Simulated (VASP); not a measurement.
# Sb (C2/m) in VASP: notebook

Runs on Sb. Level: PBE. Tasks: electric field gradients.

All numbers are computed with VASP 6.6.1; they aren't measurements. Logs are shortened: lines on timing, memory, paths and dates and some standing lists are left out, and cuts for length are marked.

### 1 The cell of the first run

The structure is monoclinic, space group C2/m (No. 12). Conventional cell: a = 4.300 Å, b = 4.214 Å, c = 3.236 Å, α = 90.00°, β = 130.00°, γ = 90.00°. Sb (site symmetry 2/m) has 12 Sb at 3.01 to 3.33 Å within 4.0 Å.

### 2 Electric field gradients, PBE (equal xy, yz and zx shear strains of +2 %)

The input, INCAR:

```
PREC = Accurate
ENCUT = 520
EDIFF = 1E-8
ISMEAR = -1
SIGMA = 0.05
LREAL = F
LASPH = T
NELM = 80
ALGO = Normal
ISIF = 2
LWAVE = F
LCHARG = F
GGA = PE
LEFG = T
NBANDS = 8
```

The input, KPOINTS:

```
Automatic mesh
0
Gamma
  19 19 19
```

The input, POSCAR:

```
Sb
1.0
   -1.4651500000      1.5147500000      2.4800000000
    1.5147500000     -1.4651500000      2.4800000000
    1.4952500000      1.4952500000     -2.4499000000
Sb
1
Direct
    0.0000000000      0.0000000000      0.0000000000
```

Potentials or basis: VASP PAW PBE potentials, release 64 (Sb).

Launch:

```
$ cat potpaw_PBE.64/Sb/POTCAR > POTCAR
$ mpirun -np 1 vasp_std > vasp.out
```

OUTCAR:

```text
PREC = Accurate
   ENCUT = 520
   EDIFF = 1E-8
   ISMEAR = -1
   LREAL = F
   LASPH = T
   NELM = 80
   ISIF = 2
   GGA = PE

 ion  position               nearest neighbor table
   1  0.000  0.000  0.000-

  Warning from LATTYP: Got some problem with cell dimensions!
  Tried to take original basis but could not verify dimensions!
  LATTYP: Found a base centered monoclinic cell.
 ALAT       =     4.2997720940
 B/A-ratio  =     0.9801019455
 C/A-ratio  =     0.7526648331
 COS(beta)  =    -0.6427412001

  Lattice vectors:

 A1 = (  -0.0301000000,  -3.0100000000,  -0.0301000000)
 A2 = (  -3.0100000000,  -0.0301000000,  -0.0301000000)
 A3 = (   1.4952500000,   1.4952500000,  -2.4499000000)

Analysis of symmetry for initial positions (statically):
=====================================================================
 Subroutine PRICEL returns:
 Original cell was already a primitive cell.

 Routine SETGRP: Setting up the symmetry group for a
 base centered monoclinic supercell.

 Subroutine GETGRP returns: Found  4 space group operations
 (whereof  4 operations were pure point group operations)
 out of a pool of  4 trial point group operations.

The static configuration has the point symmetry C_2h.

Analysis of symmetry for dynamics (positions and initial velocities):
=====================================================================
 Subroutine PRICEL returns:
 Original cell was already a primitive cell.

 Routine SETGRP: Setting up the symmetry group for a
 base centered monoclinic supercell.

 Subroutine GETGRP returns: Found  4 space group operations
 (whereof  4 operations were pure point group operations)
 out of a pool of  4 trial point group operations.

The dynamic configuration has the point symmetry C_2h.

 Subroutine INISYM returns: Found  4 space group operations
 (whereof  4 operations are pure point group operations),
 and found     1 'primitive' translations

----------------------------------------------------------------------------------------

                                     Primitive cell

  volume of cell :      22.4624

  direct lattice vectors                    reciprocal lattice vectors
    -1.465150000  1.514750000  2.480000000    -0.005286580  0.330295151  0.198362818
     1.514750000 -1.465150000  2.480000000     0.330295151 -0.005286580  0.198362818
     1.495250000  1.495250000 -2.449900000     0.329001697  0.329001697 -0.006580034

  length of vectors
     3.254463410  3.254463410  3.236287245     0.385318884  0.385318884  0.465325187

  position of ions in fractional coordinates (direct lattice)
     0.000000000  0.000000000  0.000000000

  ion indices of the primitive-cell ions
   primitive index   ion index
                 1           1

----------------------------------------------------------------------------------------

 KPOINTS: Automatic mesh

Automatic generation of k-mesh.
 Grid dimensions read from file:
 generate k-points for:   19   19   19

 Generating k-lattice:

  Cartesian coordinates                     Fractional coordinates (reciprocal lattice)
    -0.000278241  0.017383955  0.010440148     0.052631579  0.000000000  0.000000000
     0.017383955 -0.000278241  0.010440148     0.000000000  0.052631579  0.000000000
     0.017315879  0.017315879 -0.000346318     0.000000000  0.000000000  0.052631579

  Length of vectors
     0.020279941  0.020279941  0.024490799

  Shift w.r.t. Gamma in fractional coordinates (k-lattice)
     0.000000000  0.000000000  0.000000000

 Subroutine IBZKPT returns following result:
 ===========================================

 Found   1810 irreducible k-points:

 Following reciprocal coordinates:
            Coordinates               Weight
  0.000000  0.000000  0.000000      1.000000
  0.052632  0.000000  0.000000      4.000000
  0.105263  0.000000  0.000000      4.000000
  0.157895 -0.000000 -0.000000      4.000000
  0.210526 -0.000000  0.000000      4.000000
  0.263158 -0.000000 -0.000000      4.000000
[... 16 lines left out ...]
 -0.315789  0.052632 -0.000000      4.000000
 -0.263158  0.052632 -0.000000      4.000000
 [... further k-points ...]
   k-points           NKPTS =   1810   k-points in BZ     NKDIM =   1810   number of bands    NBANDS=      8
   number of dos      NEDOS =    301   number of ions     NIONS =      1
   total plane-waves  NPLWV =  13824
   dimension x,y,z NGX =    24 NGY =   24 NGZ =   24
   dimension x,y,z NGXF=    48 NGYF=   48 NGZF=   48
   ions per type =               1
   NGX,Y,Z   is equivalent  to a cutoff of  12.26, 12.26, 12.33 a.u.
   NGXF,Y,Z  is equivalent  to a cutoff of  24.52, 24.52, 24.66 a.u.
 SYSTEM =  unknown system
   PREC   = accura    normal or accurate (medium, high low for compatibility)
   ISTART =      0    job   : 0-new  1-cont  2-samecut
   ICHARG =      2    charge: 1-file 2-atom 10-const
   ISPIN  =      1    spin polarized calculation?
   LNONCOLLINEAR =      F non collinear calculations
   LSORBIT =      F    spin-orbit coupling
   LASPH  =      T    aspherical Exc in radial PAW
   ENCUT  =  520.0 eV  38.22 Ry    6.18 a.u.   6.05  6.05  6.02*2*pi/ulx,y,z
   NELM   =     80;   NELMIN=  2; NELMDL= -5     # of ELM steps
   EDIFF  = 0.1E-07   stopping-criterion for ELM
   LREAL  =      F    real-space projection
   EDIFFG = 0.1E-06   stopping-criterion for IOM
   NSW    =      0    number of steps for IOM
   IBRION =     -1    ionic relax: 0-MD 1-quasi-New 2-CG
   NFREE  =      0    steps in history (QN), initial steepest desc. (CG)
   ISIF   =      2    stress and relaxation
   ISYM   =      2    0-nonsym 1-usesym 2-fastsym
   POTIM  = 0.5000    time-step for ionic-motion
   TEBEG  =    0.0;   TEEND  =   0.0 temperature during run
   PSTRESS=    0.0 pullay stress
   NELECT =       5.0000    total number of electrons
   NUPDOWN=      -1.0000    fix difference up-down
   EMIN   =  10.00;   EMAX   =-10.00  energy-range for DOS
   EFERMI =   0.00;   METHOD = LEGACY
   ISMEAR =    -1;   SIGMA  =   0.05  broadening in eV -4-tet -1-fermi 0-gaus
   EFERMI_NEDOS =   21; number of points for ismear=-14 and -15
   IALGO  =     38    algorithm
   IMIX   =      4    mixing-type and parameters
     AMIX     =   0.40;   BMIX     =  1.00
     AMIX_MAG =   1.60;   BMIX_MAG =  1.00
  volume/ion in A,a.u.               =      22.46       151.58
  Fermi-wavevector in a.u.,A,eV,Ry     =   0.992156  1.874902 13.393202  0.984373
  Thomas-Fermi vector in A             =   2.123947
   LORBIT       =      0    0 simple, 1 ext, 2 COOP (PROOUT), +10 PAW based schemes
   GGA     = PE    functional components
   LHFCALC =     F    Hartree Fock is set to
   AEXX    =    0.0000 exact exchange contribution
   IVDW    =     0    specifies the selected vdW correction
   LEPSILON=     F    determine dielectric tensor
   LRPA    =     F    only Hartree local field effects (RPA)
 non-spin polarized calculation
  energy-cutoff  :      520.00
  volume of cell :       22.46
 maximum number of plane-waves:       625
   NGX = 13   NGY = 13   NGZ = 11

 number of electron       5.0000000 magnetization

 Free energy of the ion-electron system (eV)
  ---------------------------------------------------
  ext. energy  EPLUGINS =         0.00000000
  ---------------------------------------------------
  free energy    TOTEN  =        -3.58740827 eV

  energy without entropy =       -3.58253938  energy(sigma->0) =       -3.58497382

 E-fermi :  11.1261     XC(G=0): -11.0397

 val. band max:       11.1258990659   @ k =  -0.1579  -0.4211   0.2105
 cond. band min:      11.1271598825   @ k =  -0.2105   0.0526   0.2105
 fundamental gap:      0.0012608167
 Fermi energy:        11.1261251276

 k-point     1 :       0.0000    0.0000    0.0000
  band No.  band energies     occupation
      1      -3.4156      2.00000
      2      17.4715      0.00000
      3      17.8153      0.00000
      4      18.0658      0.00000
      5      21.1212      0.00000
      6      21.5892      0.00000
      7      22.2544      0.00000
      8      22.2896      0.00000

 k-point     2 :       0.0526    0.0000    0.0000
  band No.  band energies     occupation
      1      -3.3515      2.00000
      2      16.8580      0.00000
      3      17.5737      0.00000
      4      17.9313      0.00000
      5      20.9270      0.00000
      6      21.6103      0.00000
      7      22.3655      0.00000
      8      22.5506      0.00000

 k-point     3 :       0.1053    0.0000    0.0000
  band No.  band energies     occupation
      1      -3.1591      2.00000
      2      15.2665      0.00000
      3      17.1553      0.00000
      4      17.7689      0.00000
      5      20.5364      0.00000
      6      21.5127      0.00000
      7      22.5070      0.00000
      8      22.9706      0.00000

 k-point     4 :       0.1579   -0.0000   -0.0000
  band No.  band energies     occupation
      1      -2.8389      2.00000
      2      13.4263      0.00000
      3      16.5801      0.00000
      4      17.6445      0.00000
      5      20.1364      0.00000
      6      21.1695      0.00000
      7      23.0095      0.00000
      8      23.6883      0.00000

 k-point     5 :       0.2105   -0.0000    0.0000
  band No.  band energies     occupation
      1      -2.3917      2.00000
      2      11.5666      0.00030
      3      15.9712      0.00000
      4      17.5473      0.00000
      5      19.7230      0.00000
      6      20.9470      0.00000
      7      23.5653      0.00000
      8      24.4446      0.00000
[... 177 lines left out ...]
 k-point    22 :      -0.3684    0.0526    0.0000
  band No.  band energies     occupation
      1      -0.4724      2.00000
      2       6.9155      2.00000
      3      14.3772      0.00000
      4      17.2065      0.00000
      5      19.0243      0.00000
      6      21.0477      0.00000
      7      22.6059      0.00000
      8      23.8519      0.00000

 k-point    23 :      -0.3158    0.0526   -0.0000
  band No.  band energies     occupation
      1      -1.2439      2.00000
      2       8.5114      2.00000
      3      14.7621      0.00000
      4      17.2900      0.00000
      5      19.2900      0.00000
      6      21.3235      0.00000
      7      22.7599      0.00000
      8      23.8758      0.00000

 k-point    24 :      -0.2632    0.0526   -0.0000
  band No.  band energies     occupation
      1      -1.9069      2.00000
      2      10.2333      2.00000
      3      15.2491      0.00000
      4      17.3816      0.00000
      5      19.5796      0.00000
      6      21.4280      0.00000
      7      23.1245      0.00000
      8      23.4010      0.00000

 [... further k-points ...]

------------------------ aborting loop because EDIFF is reached ----------------------------------------

  FORCE on cell =-STRESS in cart. coord.  units (eV):
  Direction    XX          YY          ZZ          XY          YZ          ZX
  --------------------------------------------------------------------------------------
  -------------------------------------------------------------------------------------
  Total        2.7869789      2.7869789      2.5514142      0.1068351      0.0108819      0.0108819
  in kB      198.7874841    198.7874841    181.9853047      7.6202547      0.7761725      0.7761730
  external PRESSURE =     193.1867576 kB  Pullay stress =       0.0000000 kB

 VOLUME and BASIS-vectors are now :
 -----------------------------------------------------------------------------
  energy-cutoff  :      520.00
  volume of cell :       22.46
      direct lattice vectors                 reciprocal lattice vectors
    -1.465150000  1.514750000  2.480000000    -0.005286580  0.330295151  0.198362818
     1.514750000 -1.465150000  2.480000000     0.330295151 -0.005286580  0.198362818
     1.495250000  1.495250000 -2.449900000     0.329001697  0.329001697 -0.006580034

 POSITION                                       TOTAL-FORCE (eV/Angst)
 -----------------------------------------------------------------------------------
      0.00000      0.00000      0.00000        -0.000000      0.000000     -0.000000
 -----------------------------------------------------------------------------------
    total drift:                                0.000000     -0.000000     -0.000000

  FREE ENERGIE OF THE ION-ELECTRON SYSTEM (eV)
  ---------------------------------------------------
  free  energy   TOTEN  =        -3.5874082664 eV

  energy  without entropy=       -3.5825393814  energy(sigma->0) =       -3.58497382

 Electric field gradients (V/A^2)
---------------------------------------------------------------------
 ion       V_xx      V_yy      V_zz      V_xy      V_xz      V_yz
---------------------------------------------------------------------
   1     -15.857   -15.857    31.714     0.836    -9.130    -9.130
---------------------------------------------------------------------

 Electric field gradients after diagonalization (V/A^2)
 (convention: |V_zz| > |V_xx| > |V_yy|)
----------------------------------------------------------------------
 ion       V_xx      V_yy      V_zz     asymmetry (V_yy - V_xx)/ V_zz
----------------------------------------------------------------------
   1     -18.351   -16.693    35.044       0.047
----------------------------------------------------------------------

           NMR quadrupolar parameters

 Cq : quadrupolar parameter    Cq=e*Q*V_zz/h
 eta: asymmetry parameters     (V_yy - V_xx)/ V_zz
 Q  : nuclear electric quadrupole moment in mb (millibarn)
----------------------------------------------------------------------
 ion       Cq(MHz)       eta       Q (mb)
----------------------------------------------------------------------
   1       0.085       0.047       1.000
----------------------------------------------------------------------
```

It took 8.8 min on 1 thread of Oxide Virtual Turin-like, shared host; peak memory 0.38 GiB.

Results:

```yaml
Free_energy: -3.5874 eV
Pressure: 19.3 GPa
Band_gap_on_the_k_mesh: zero (an odd number of electrons rules out a gap without spin polarisation)
Largest_electric_field_gradient_by_atom: Sb +35.0 V/Å²
```

Levels at points of the mesh, in eV from the Fermi level:
| k point | band 1 | band 2 | band 3 | band 4 | band 5 | band 6 | band 7 |
| --- | --- | --- | --- | --- | --- | --- | --- |
| (0.00, 0.00, 0.00) | -14.54 | 6.35 | 6.69 | 6.94 | 10.00 | 10.46 | 11.13 |

Electric field gradients, principal values (V/Å²):
| atom | least | middle | greatest (by size) |
| --- | --- | --- | --- |
| 1 Sb | -16.693 | -18.351 | 35.044 |

Caveat: the cell differs from its parent crystal (equal xy, yz and zx shear strains of +2 %); the cell stands under pressure; without QUAD_EFG the Cq values of the log hold for a quadrupole moment of 1 mb, not for the nuclei; spin-orbit coupling is left out, which moves the levels of the heavy elements; an odd number of electrons without spin polarisation forces a metal; a magnetic or distorted state may lie lower.

### 3 Electric field gradients, PBE (equal xy, yz and zx shear strains of +2 %)

The input, INCAR:

```
SYSTEM = Sb
PREC = Accurate ; ENCUT = 520
EDIFF = 1E-8 ; ISMEAR = -1
SIGMA = 0.05 ; LREAL = .FALSE.
LASPH = .TRUE. ; NELM = 60
ALGO = Normal ; ISIF = 2
LWAVE = .FALSE. ; LCHARG = .FALSE.
GGA = PE ; LEFG = .TRUE.
NBANDS = 8
```

The input, KPOINTS:

```
regular mesh
0
G
  19 19 19
  0 0 0
```

POSCAR is that of step 2.

Potentials or basis: VASP PAW PBE potentials, release 64 (Sb).

Launch:

```
$ cat potpaw_PBE.64/Sb/POTCAR > POTCAR
$ mpirun -np 1 vasp_std > vasp.out
```

OUTCAR:

```text
SYSTEM = Sb
   PREC = Accurate
   ENCUT = 520
   EDIFF = 1E-8
   ISMEAR = -1
   LREAL = .FALSE.
   LASPH = .TRUE.
   NELM = 60
   ISIF = 2
   GGA = PE

 ion  position               nearest neighbor table
   1  0.000  0.000  0.000-

  Warning from LATTYP: Got some problem with cell dimensions!
  Tried to take original basis but could not verify dimensions!
  LATTYP: Found a base centered monoclinic cell.
 ALAT       =     4.2997720940
 B/A-ratio  =     0.9801019455
 C/A-ratio  =     0.7526648331
 COS(beta)  =    -0.6427412001

[... 473 lines left out ...]
    total drift:                                0.000000     -0.000000     -0.000000

  FREE ENERGIE OF THE ION-ELECTRON SYSTEM (eV)
  ---------------------------------------------------
  free  energy   TOTEN  =        -3.5874082664 eV

  energy  without entropy=       -3.5825393814  energy(sigma->0) =       -3.58497382

 Electric field gradients (V/A^2)
---------------------------------------------------------------------
 ion       V_xx      V_yy      V_zz      V_xy      V_xz      V_yz
---------------------------------------------------------------------
   1     -15.857   -15.857    31.714     0.836    -9.130    -9.130
---------------------------------------------------------------------

 Electric field gradients after diagonalization (V/A^2)
 (convention: |V_zz| > |V_xx| > |V_yy|)
----------------------------------------------------------------------
 ion       V_xx      V_yy      V_zz     asymmetry (V_yy - V_xx)/ V_zz
----------------------------------------------------------------------
   1     -18.351   -16.693    35.044       0.047
----------------------------------------------------------------------

           NMR quadrupolar parameters

 Cq : quadrupolar parameter    Cq=e*Q*V_zz/h
 eta: asymmetry parameters     (V_yy - V_xx)/ V_zz
 Q  : nuclear electric quadrupole moment in mb (millibarn)
----------------------------------------------------------------------
 ion       Cq(MHz)       eta       Q (mb)
----------------------------------------------------------------------
   1       0.085       0.047       1.000
----------------------------------------------------------------------
```

stdout:

```text
POSCAR found type information on POSCAR Sb
 POSCAR found :  1 types and       1 ions
 scaLAPACK will be used
 LDA part: xc-table for (Slater+PW92), standard interpolation
 POSCAR, INCAR and KPOINTS ok, starting setup
 FFT: planning ... GRIDC
 FFT: planning ... GRID_SOFT
 FFT: planning ... GRID
 WAVECAR not read
 entering main loop
ion   1
```

Run time: 8 min. Hardware: 1 thread of Oxide Virtual Turin-like, shared host; peak memory 0.38 GiB.

Results:

- Free energy: -3.5874 eV
- Pressure: 19.3 GPa
- Band gap on the k mesh: zero (an odd number of electrons rules out a gap without spin polarisation)
- Largest electric field gradient by atom: Sb +35.0 V/Å²

Stress tensor (GPa, compression positive):
```
19.88  0.76  0.08
 0.76 19.88  0.08
 0.08  0.08 18.20
```

Levels at points of the mesh, in eV from the Fermi level:
```tsv
k point	band 1	band 2	band 3	band 4	band 5	band 6	band 7	band 8
(0.00, 0.00, 0.00)	-14.54	6.35	6.69	6.94	10.00	10.46	11.13	11.16
```

Electric field gradients, principal values (V/Å²):
```csv
atom,least,middle,greatest (by size)
1 Sb,-16.693,-18.351,35.044
```

Caveat: the cell differs from its parent crystal (equal xy, yz and zx shear strains of +2 %); the cell stands under pressure; without QUAD_EFG the Cq values of the log hold for a quadrupole moment of 1 mb, not for the nuclei; spin-orbit coupling is left out, which moves the levels of the heavy elements; an odd number of electrons without spin polarisation forces a metal; a magnetic or distorted state may lie lower.
